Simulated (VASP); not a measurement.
# Mg3Sb2 (P-3m1) in VASP: further runs

Mg3Sb2 is run at these levels: r2SCAN; tasks: single point.

Program: VASP 6.6.1. These are calculated values, not measurements. Logs are shortened: lines on timing, memory, paths and dates and some standing lists are left out, and cuts for length are marked.

**1. The cell of the first run**

The structure is trigonal, space group P-3m1 (No. 164). Conventional cell: a = 4.388 Å, b = 4.388 Å, c = 6.907 Å, α = 90.00°, β = 90.00°, γ = 120.00°. Within 3.6 Å of Mg (site symmetry 3m) lie 4 Sb at 2.72 to 2.83 Å and 6 Mg at 3.12 to 3.59 Å. Mg (site symmetry -3m) has 6 Sb at 2.96 Å and 6 Mg at 3.59 Å within 3.9 Å. Sb (site symmetry 3m) has 7 Mg at 2.72 to 2.96 Å within 3.6 Å.

**2. Single point, r2SCAN (23.04 Å³/atom)**

File POSCAR:

```
Mg3Sb2
1.0
    4.3883408789      0.0000000000      0.0000000000
   -2.1941704395      3.8004146816      0.0000000000
    0.0000000000      0.0000000000      6.9074516924
Mg Sb
3 2
Direct
    0.3333333333      0.6666666667      0.6324140199
    0.6666666667      0.3333333333      0.3675859801
    0.0000000000      0.0000000000      0.0000000000
    0.3333333333      0.6666666667      0.2224614129
    0.6666666667      0.3333333333      0.7775385871
```

File INCAR.step1:

```
SYSTEM = Mg3Sb2
ALGO = Normal
EDIFF = 1E-5
ENCUT = 660
GGA = PE
GGA_COMPAT = .False.
ISMEAR = 0
LASPH = .True.
LCHARG = .False.
LREAL = .False.
LWAVE = .True.
NBANDS = 16
NELM = 120
PREC = Accurate
SIGMA = 0.02
```

File INCAR.step2:

```
SYSTEM = Mg3Sb2
ALGO = Normal
EDIFF = 1E-6
ENCUT = 660
GGA_COMPAT = .False.
ISIF = 2
ISMEAR = 0
ISTART = 1
LASPH = .True.
LCHARG = .True.
LELF = .True.
LMIXTAU = .True.
LREAL = .False.
LVHAR = .True.
LWAVE = .False.
METAGGA = R2SCAN
NBANDS = 16
NELM = 120
PREC = Accurate
SIGMA = 0.02
```

File KPOINTS:

```
k-points
0
Gamma
  6 6 4
  0 0 0
```

Potentials or basis: VASP PAW PBE potentials, release 64 (Mg, Sb).

Launch:

```sh
> cat potpaw_PBE.64/Mg/POTCAR potpaw_PBE.64/Sb/POTCAR > POTCAR
> cp INCAR.step1 INCAR
> mpirun -np 1 vasp_std > vasp.out
> cp INCAR.step2 INCAR
> mpirun -np 1 vasp_std > vasp.out
```

OUTCAR:

```text
SYSTEM = Mg3Sb2
   EDIFF = 1E-6
   ENCUT = 660
   ISIF = 2
   ISMEAR = 0
   ISTART = 1
   LASPH = .True.
   LREAL = .False.
   METAGGA = R2SCAN
   NELM = 120
   PREC = Accurate

 ion  position               nearest neighbor table
   1  0.333  0.667  0.632-   5 2.72   5 2.72   5 2.72   4 2.83   2 3.12   2 3.12   2 3.12   3 3.59
                             3 3.59   3 3.59
   2  0.667  0.333  0.368-   4 2.72   4 2.72   4 2.72   5 2.83   1 3.12   1 3.12   1 3.12   3 3.59
                             3 3.59   3 3.59
   3  0.000  0.000  0.000-   4 2.96   5 2.96   5 2.96   4 2.96   5 2.96   4 2.96   1 3.59   2 3.59
                             1 3.59   2 3.59   2 3.59   1 3.59
   4  0.333  0.667  0.222-   2 2.72   2 2.72   2 2.72   1 2.83   3 2.96   3 2.96   3 2.96
   5  0.667  0.333  0.778-   1 2.72   1 2.72   1 2.72   2 2.83   3 2.96   3 2.96   3 2.96

  LATTYP: Found a hexagonal cell.
 ALAT       =     4.3883408789
 C/A-ratio  =     1.5740462929

  Lattice vectors:

 A1 = (   4.3883408789,   0.0000000000,   0.0000000000)
 A2 = (  -2.1941704395,   3.8004146816,   0.0000000000)
 A3 = (   0.0000000000,   0.0000000000,   6.9074516924)

Analysis of symmetry for initial positions (statically):
=====================================================================
 Subroutine PRICEL returns:
 Original cell was already a primitive cell.

 Routine SETGRP: Setting up the symmetry group for a
 hexagonal supercell.

 Subroutine GETGRP returns: Found 12 space group operations
 (whereof 12 operations were pure point group operations)
 out of a pool of 24 trial point group operations.

The static configuration has the point symmetry D_3d.

Analysis of symmetry for dynamics (positions and initial velocities):
=====================================================================
 Subroutine PRICEL returns:
 Original cell was already a primitive cell.

 Routine SETGRP: Setting up the symmetry group for a
 hexagonal supercell.

 Subroutine GETGRP returns: Found 12 space group operations
 (whereof 12 operations were pure point group operations)
 out of a pool of 24 trial point group operations.

The dynamic configuration has the point symmetry D_3d.

 Subroutine INISYM returns: Found 12 space group operations
 (whereof 12 operations are pure point group operations),
 and found     1 'primitive' translations

----------------------------------------------------------------------------------------

                                     Primitive cell

  volume of cell :     115.1991

  direct lattice vectors                    reciprocal lattice vectors
     4.388340879  0.000000000  0.000000000     0.227876555  0.131564590  0.000000000
    -2.194170440  3.800414682  0.000000000     0.000000000  0.263129180  0.000000000
     0.000000000  0.000000000  6.907451692     0.000000000  0.000000000  0.144771190

  length of vectors
     4.388340879  4.388340879  6.907451692     0.263129180  0.263129180  0.144771190

  position of ions in fractional coordinates (direct lattice)
     0.333333333  0.666666667  0.632414020
     0.666666667  0.333333333  0.367585980
     0.000000000  0.000000000  0.000000000
     0.333333333  0.666666667  0.222461413
     0.666666667  0.333333333  0.777538587

  ion indices of the primitive-cell ions
   primitive index   ion index
                 1           1
                 2           2
                 3           3
                 4           4
                 5           5

----------------------------------------------------------------------------------------

 KPOINTS: k-points

Automatic generation of k-mesh.
 Grid dimensions read from file:
 generate k-points for:    6    6    4

 Generating k-lattice:

  Cartesian coordinates                     Fractional coordinates (reciprocal lattice)
     0.037979426  0.021927432  0.000000000     0.166666667  0.000000000  0.000000000
     0.000000000  0.043854863  0.000000000     0.000000000  0.166666667  0.000000000
     0.000000000  0.000000000  0.036192797     0.000000000  0.000000000  0.250000000

  Length of vectors
     0.043854863  0.043854863  0.036192797

  Shift w.r.t. Gamma in fractional coordinates (k-lattice)
     0.000000000  0.000000000  0.000000000

 Subroutine IBZKPT returns following result:
 ===========================================

 Found     24 irreducible k-points:

 Following reciprocal coordinates:
            Coordinates               Weight
  0.000000  0.000000  0.000000      1.000000
  0.166667 -0.000000  0.000000      6.000000
  0.333333  0.000000  0.000000      6.000000
  0.500000  0.000000  0.000000      3.000000
  0.166667  0.166667  0.000000      6.000000
  0.333333  0.166667  0.000000     12.000000
[... 16 lines left out ...]
  0.333333  0.166667  0.500000     12.000000
  0.333333  0.333333  0.500000      2.000000
   k-points           NKPTS =     24   k-points in BZ     NKDIM =     24   number of bands    NBANDS=     16
   number of dos      NEDOS =    301   number of ions     NIONS =      5
   total plane-waves  NPLWV =  96000
   dimension x,y,z NGX =    40 NGY =   40 NGZ =   60
   dimension x,y,z NGXF=    80 NGYF=   80 NGZF=  120
   ions per type =               3   2
   NGX,Y,Z   is equivalent  to a cutoff of  15.15, 15.15, 14.44 a.u.
   NGXF,Y,Z  is equivalent  to a cutoff of  30.31, 30.31, 28.88 a.u.
 SYSTEM =  Mg3Sb2
   PREC   = accura    normal or accurate (medium, high low for compatibility)
   ISTART =      1    job   : 0-new  1-cont  2-samecut
   ICHARG =      0    charge: 1-file 2-atom 10-const
   ISPIN  =      1    spin polarized calculation?
   LNONCOLLINEAR =      F non collinear calculations
   LSORBIT =      F    spin-orbit coupling
   LASPH  =      T    aspherical Exc in radial PAW
   ENCUT  =  660.0 eV  48.51 Ry    6.96 a.u.   9.19  9.19 14.47*2*pi/ulx,y,z
   NELM   =    120;   NELMIN=  2; NELMDL=  0     # of ELM steps
   EDIFF  = 0.1E-05   stopping-criterion for ELM
   LREAL  =      F    real-space projection
   EDIFFG = 0.1E-04   stopping-criterion for IOM
   NSW    =      0    number of steps for IOM
   IBRION =     -1    ionic relax: 0-MD 1-quasi-New 2-CG
   NFREE  =      0    steps in history (QN), initial steepest desc. (CG)
   ISIF   =      2    stress and relaxation
   ISYM   =      2    0-nonsym 1-usesym 2-fastsym
   POTIM  = 0.5000    time-step for ionic-motion
   TEBEG  =    0.0;   TEEND  =   0.0 temperature during run
   PSTRESS=    0.0 pullay stress
   NELECT =      16.0000    total number of electrons
   NUPDOWN=      -1.0000    fix difference up-down
   EMIN   =  10.00;   EMAX   =-10.00  energy-range for DOS
   EFERMI =   0.00;   METHOD = LEGACY
   ISMEAR =     0;   SIGMA  =   0.02  broadening in eV -4-tet -1-fermi 0-gaus
   EFERMI_NEDOS =   21; number of points for ismear=-14 and -15
   IALGO  =     38    algorithm
   IMIX   =      4    mixing-type and parameters
     AMIX     =   0.40;   BMIX     =  1.00
     AMIX_MAG =   1.60;   BMIX_MAG =  1.00
  volume/ion in A,a.u.               =      23.04       155.48
  Fermi-wavevector in a.u.,A,eV,Ry     =   0.847810  1.602128  9.779615  0.718781
  Thomas-Fermi vector in A             =   1.963374
   LORBIT       =      0    0 simple, 1 ext, 2 COOP (PROOUT), +10 PAW based schemes
   METAGGA = R2SCAN    functional components
   LHFCALC =     F    Hartree Fock is set to
   AEXX    =    0.0000 exact exchange contribution
   IVDW    =     0    specifies the selected vdW correction
   LEPSILON=     F    determine dielectric tensor
   LRPA    =     F    only Hartree local field effects (RPA)
 non-spin polarized calculation
 Gauss-broadening in eV      SIGMA  =   0.02
  energy-cutoff  :      660.00
  volume of cell :      115.20
 maximum number of plane-waves:      4448
 NGX is ok and might be reduce to    40
   NGX = 19   NGY = 19   NGZ = 29

 number of electron      16.0000000 magnetization

 Free energy of the ion-electron system (eV)
  ---------------------------------------------------
  ext. energy  EPLUGINS =         0.00000000
  ---------------------------------------------------
  free energy    TOTEN  =       -65.91577997 eV

  energy without entropy =      -65.91577997  energy(sigma->0) =      -65.91577997

 E-fermi :   5.7536     XC(G=0):  -9.6941

 val. band max:        5.6111653792   @ k =   0.0000   0.0000   0.0000
 cond. band min:       5.9376000111   @ k =   0.3333   0.3333   0.0000
 fundamental gap:      0.3264346319
 Fermi energy:         5.7536413208

 k-point     1 :       0.0000    0.0000    0.0000
  band No.  band energies     occupation
      1      -5.9440      2.00000
      2      -4.2630      2.00000
      3      -0.1734      2.00000
      4       4.1556      2.00000
      5       4.1556      2.00000
      6       5.0339      2.00000
[... 8 lines left out ...]
     15      10.1048      0.00000
     16      10.8562      0.00000

 k-point     2 :       0.1667   -0.0000    0.0000
  band No.  band energies     occupation
      1      -5.7082      2.00000
      2      -4.1226      2.00000
      3       0.0985      2.00000
      4       2.6437      2.00000
      5       3.6248      2.00000
      6       3.7762      2.00000
[... 8 lines left out ...]
     15       9.9995      0.00000
     16      10.8541      0.00000

 k-point     3 :       0.3333    0.0000    0.0000
  band No.  band energies     occupation
      1      -5.0741      2.00000
      2      -3.8783      2.00000
      3       0.7458      2.00000
      4       0.9735      2.00000
      5       2.0556      2.00000
      6       2.9785      2.00000
[... 8 lines left out ...]
     15      11.7339      0.00000
     16      11.9697      0.00000
[... 362 lines left out ...]
 k-point    23 :       0.3333    0.1667    0.5000
  band No.  band energies     occupation
      1      -4.2864      2.00000
      2      -4.1507      2.00000
      3       0.2449      2.00000
      4       0.4940      2.00000
      5       2.0515      2.00000
      6       2.4689      2.00000
[... 8 lines left out ...]
     15      11.7735      0.00000
     16      12.1823      0.00000

 k-point    24 :       0.3333    0.3333    0.5000
  band No.  band energies     occupation
      1      -4.0306      2.00000
      2      -4.0306      2.00000
      3       0.5437      2.00000
      4       0.5437      2.00000
      5       0.8829      2.00000
      6       1.5737      2.00000
[... 8 lines left out ...]
     15      11.4071      0.00000
     16      11.5382      0.00000

------------------------ aborting loop because EDIFF is reached ----------------------------------------

  FORCE on cell =-STRESS in cart. coord.  units (eV):
  Direction    XX          YY          ZZ          XY          YZ          ZX
  --------------------------------------------------------------------------------------
  -------------------------------------------------------------------------------------
  Total        5.5621019      5.5621019      5.5389799     -0.0000000      0.0000000      0.0000000
  in kB       77.3571263     77.3571263     77.0355468     -0.0000000      0.0000000      0.0000000
  external PRESSURE =      77.2499332 kB  Pullay stress =       0.0000000 kB

 VOLUME and BASIS-vectors are now :
 -----------------------------------------------------------------------------
  energy-cutoff  :      660.00
  volume of cell :      115.20
      direct lattice vectors                 reciprocal lattice vectors
     4.388340879  0.000000000  0.000000000     0.227876555  0.131564590  0.000000000
    -2.194170440  3.800414682  0.000000000     0.000000000  0.263129180  0.000000000
     0.000000000  0.000000000  6.907451692     0.000000000  0.000000000  0.144771190

 POSITION                                       TOTAL-FORCE (eV/Angst)
 -----------------------------------------------------------------------------------
     -0.00000      2.53361      4.36837        -0.000000      0.000000     -0.014436
      2.19417      1.26680      2.53908         0.000000      0.000000      0.014436
      0.00000      0.00000      0.00000         0.000000      0.000000      0.000000
     -0.00000      2.53361      1.53664        -0.000000     -0.000000     -0.020999
      2.19417      1.26680      5.37081         0.000000      0.000000      0.020999
 -----------------------------------------------------------------------------------
    total drift:                               -0.000000      0.000000     -0.000000

  FREE ENERGIE OF THE ION-ELECTRON SYSTEM (eV)
  ---------------------------------------------------
  free  energy   TOTEN  =       -65.9157799706 eV

  energy  without entropy=      -65.9157799706  energy(sigma->0) =      -65.91577997
```

Wall time 7 min (1 thread of Intel Xeon 8259CL, shared host); peak memory 0.36 GiB.

Results:

* Free energy: -65.9158 eV
* Pressure: 7.7 GPa
* Largest force: 0.021 eV/Å
* Band gap on the k mesh: 0.33 eV (least direct gap 1.78 eV)

Forces on the atoms (eV/Å):
```
Mg   0.000  0.000 -0.014
Mg   0.000  0.000  0.014
Mg   0.000  0.000  0.000
Sb   0.000  0.000 -0.021
Sb   0.000  0.000  0.021
```

Levels at points of the mesh, in eV from the valence-band top:
```tsv
k point	band 6	band 7	band 8	band 9	band 10	band 11
(0.00, 0.00, 0.00)	-0.58	-0.58	0.00	1.86	2.43	3.36
(0.50, 0.00, 0.00)	-2.88	-2.61	-1.17	0.61	2.41	2.57
(0.00, 0.00, 0.50)	-1.06	-1.01	-1.01	2.32	2.82	2.96
(0.50, 0.00, 0.50)	-2.03	-1.92	-1.91	1.00	1.49	2.17
```

Caveat: the cell stands under pressure; semilocal functionals underestimate gaps, and a narrow one can read as zero; the PAW data sets were made with another functional, which shifts forces and pressure a little; spin-orbit coupling is left out, which moves the levels of the heavy elements. A k mesh can miss the band edges.

**3. Single point, r2SCAN (23.83 Å³/atom)**

This run uses another cell than the first one, of 23.83 Å³/atom.

File POSCAR:

```
Mg3Sb2
1.0
    4.4354109421      0.0000000000      0.0000000000
   -2.2177054710      3.8411785521      0.0000000000
    0.0000000000      0.0000000000      6.9921310650
Mg Sb
3 2
Direct
    0.3333333333      0.6666666667      0.6328290004
    0.6666666667      0.3333333333      0.3671709996
    0.0000000000      0.0000000000      0.0000000000
    0.3333333333      0.6666666667      0.2239919688
    0.6666666667      0.3333333333      0.7760080312
```

File INCAR.step1:

```
ALGO     = Normal         # electronic algorithm
EDIFF    = 1E-5           # SCF threshold, eV
ENCUT    = 660            # plane-wave cutoff, eV
GGA      = PE             # functional
GGA_COMPAT= F            
ISMEAR   = 0              # smearing method
LASPH    = T              # aspherical terms in the spheres
LCHARG   = F              # write CHGCAR
LREAL    = F              # projectors in reciprocal space
LWAVE    = T              # write WAVECAR
NBANDS   = 16             # bands
NELM     = 120            # most SCF steps
PREC     = Accurate       # precision mode
SIGMA    = 0.02           # smearing width, eV
```

File INCAR.step2:

```
ALGO     = Normal         # electronic algorithm
EDIFF    = 1E-6           # SCF threshold, eV
ENCUT    = 660            # plane-wave cutoff, eV
GGA_COMPAT= F            
ISIF     = 2              # what is computed and relaxed
ISMEAR   = 0              # smearing method
ISTART   = 1            
LASPH    = T              # aspherical terms in the spheres
LCHARG   = F              # write CHGCAR
LMIXTAU  = T            
LREAL    = F              # projectors in reciprocal space
LWAVE    = F              # write WAVECAR
METAGGA  = R2SCAN         # meta-GGA
NBANDS   = 16             # bands
NELM     = 120            # most SCF steps
PREC     = Accurate       # precision mode
SIGMA    = 0.02           # smearing width, eV
```

File KPOINTS:

```
k-points
0
Gamma
  6 6 4
```

Potentials or basis: VASP PAW PBE potentials, release 64 (Mg, Sb).

Launch:

```sh
> cat potpaw_PBE.64/Mg/POTCAR potpaw_PBE.64/Sb/POTCAR > POTCAR
> cp INCAR.step1 INCAR
> mpirun -np 1 vasp_std > vasp.out
> cp INCAR.step2 INCAR
> mpirun -np 1 vasp_std > vasp.out
```

OUTCAR:

```text
EDIFF = 1E-6
   ENCUT = 660
   ISIF = 2
   ISMEAR = 0
   ISTART = 1
   LASPH = T
   LREAL = F
   METAGGA = R2SCAN
   NELM = 120
   PREC = Accurate

 ion  position               nearest neighbor table
   1  0.333  0.667  0.633-   5 2.75   5 2.75   5 2.75   4 2.86   2 3.16   2 3.16   2 3.16   3 3.63
                             3 3.63   3 3.63
   2  0.667  0.333  0.367-   4 2.75   4 2.75   4 2.75   5 2.86   1 3.16   1 3.16   1 3.16   3 3.63
[... 662 lines left out ...]
  Direction    XX          YY          ZZ          XY          YZ          ZX
  --------------------------------------------------------------------------------------
  -------------------------------------------------------------------------------------
  Total        3.9581557      3.9581557      3.9377050      0.0000000     -0.0000000      0.0000000
  in kB       53.2347885     53.2347885     52.9597396      0.0000000     -0.0000000      0.0000000
  external PRESSURE =      53.1431055 kB  Pullay stress =       0.0000000 kB

 VOLUME and BASIS-vectors are now :
 -----------------------------------------------------------------------------
  energy-cutoff  :      660.00
  volume of cell :      119.13
      direct lattice vectors                 reciprocal lattice vectors
     4.435410942  0.000000000  0.000000000     0.225458252  0.130168383  0.000000000
    -2.217705471  3.841178552  0.000000000     0.000000000  0.260336766  0.000000000
     0.000000000  0.000000000  6.992131065     0.000000000  0.000000000  0.143017914

 POSITION                                       TOTAL-FORCE (eV/Angst)
 -----------------------------------------------------------------------------------
     -0.00000      2.56079      4.42482         0.000000     -0.000000     -0.014154
      2.21771      1.28039      2.56731         0.000000      0.000000      0.014154
      0.00000      0.00000      0.00000        -0.000000      0.000000      0.000000
     -0.00000      2.56079      1.56618        -0.000000      0.000000     -0.019152
      2.21771      1.28039      5.42595        -0.000000     -0.000000      0.019152
 -----------------------------------------------------------------------------------
    total drift:                               -0.000000      0.000000     -0.000000

  FREE ENERGIE OF THE ION-ELECTRON SYSTEM (eV)
  ---------------------------------------------------
  free  energy   TOTEN  =       -66.0743083941 eV

  energy  without entropy=      -66.0743083941  energy(sigma->0) =      -66.07430839
```

It took 8.6 min on 1 thread of Intel Xeon 8259CL, shared host; peak memory 0.36 GiB.

What came out:

```yaml
Free_energy: -66.0743 eV
Pressure: 5.3 GPa
Largest_force: 0.019 eV/Å
Band_gap_on_the_k_mesh: 0.40 eV (least direct gap 1.77 eV)
```

Forces on the atoms (eV/Å):
```
Mg   0.000  0.000 -0.014
Mg   0.000  0.000  0.014
Mg   0.000  0.000  0.000
Sb   0.000  0.000 -0.019
Sb   0.000  0.000  0.019
```

Caveat: the cell stands under pressure; semilocal functionals underestimate gaps, and a narrow one can read as zero; the PAW data sets were made with another functional, which shifts forces and pressure a little; spin-orbit coupling is left out, which moves the levels of the heavy elements. A k mesh can miss the band edges.

(Continued in part 2 of 2.)
